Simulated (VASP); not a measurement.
A run of VASP 6.6.1 is set up as follows.

File INCAR:

```
PREC     = Accurate       # precision mode
ENCUT    = 600            # plane-wave cutoff, eV
EDIFF    = 1E-6           # SCF threshold, eV
ISMEAR   = 0              # smearing method
SIGMA    = 0.15           # smearing width, eV
LREAL    = F              # projectors in reciprocal space
LASPH    = T              # aspherical terms in the spheres
NELM     = 120            # most SCF steps
ALGO     = Normal         # electronic algorithm
ISIF     = 2              # what is computed and relaxed
LWAVE    = F              # write WAVECAR
LCHARG   = F              # write CHGCAR
GGA      = PS             # functional
NBANDS   = 18             # bands
GGA_COMPAT= F
```

File KPOINTS:

```
Automatic mesh
0
Gamma
  18 18 14
```

POSCAR

```
CuAu
1.0
    2.8000000000      0.0000000000      0.0000000000
    0.0000000000      2.8000000000      0.0000000000
    0.0000000000      0.0000000000      3.6700000000
Cu Au
1 1
Direct
    0.5000000000      0.5000000000      0.5000000000
   -0.1071428571      0.0000000000     -0.0817438692
```

Potentials or basis: VASP PAW PBE potentials, release 64 (Cu, Au).

Launch:

```console
$ cat potpaw_PBE.64/Cu/POTCAR potpaw_PBE.64/Au/POTCAR > POTCAR
$ mpirun -np 1 vasp_std > vasp.out
```

Task: Predict the pressure.

Result: 11.6 GPa.

Task: Estimate the largest force.

Result: 3.316 eV/Å.

Stress tensor (GPa, compression positive):
```
 7.10  0.00 11.48
 0.00 14.72  0.00
11.48  0.00 12.92
```

Caveat: the cell differs from its parent crystal (atom 2 (Au) moved by (-0.300, -0.300) A along x and z); the stress differs along the axes, from 7 to 15 GPa; the PAW data sets were made with another functional, which shifts forces and pressure a little.
